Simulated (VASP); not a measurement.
# La: single point with BLYP

Crystal: La.

```
La
1.0
     0.00000    2.64076    2.64076
     2.64076    0.00000    2.64076
     2.64076    2.64076    0.00000
La
1
Direct
  0.00000 0.00000 0.00000
```

This isn't the form of La at room conditions, which is double hcp.

- Program: VASP 6.6.1
- Task: single point
- Functional: BLYP
- Potentials or basis: VASP PAW PBE potentials, release 64 (La)
- Cutoff: 520 eV
- k mesh: 16 × 16 × 16
- Occupations: fermi-dirac, width 0.1 eV
- Spin: no spin polarisation
- Dipole correction: no
- Further INCAR settings: ALGO = Normal; EDIFF = 1e-07; NBANDS = 12

The pressure is 2.2 GPa and the band gap on the k mesh is zero (an odd number of electrons rules out a gap without spin polarisation).

Levels at points of the mesh, in eV from the Fermi level:
```tsv
k point	band 1	band 2	band 3	band 4	band 5	band 6	band 7	band 8	band 9	band 10
(0.00, 0.00, 0.00)	-32.89	-15.87	-15.87	-15.87	-3.09	1.14	1.45	1.45	1.45	1.63
(0.50, 0.00, 0.00)	-32.69	-17.28	-16.05	-16.05	-1.69	1.19	1.25	1.25	1.66	1.66
(0.50, 0.50, 0.00)	-32.62	-17.18	-16.37	-16.37	-1.95	-1.40	1.73	1.73	1.73	1.75
```

Wall time 2.9 min on 1 thread of Intel Xeon 8259CL, with other jobs on the host, peak memory 0.22 GiB.

Caveat: the PAW data sets were made with another functional, which shifts forces and pressure a little; spin-orbit coupling is left out, which moves the levels of the heavy elements.
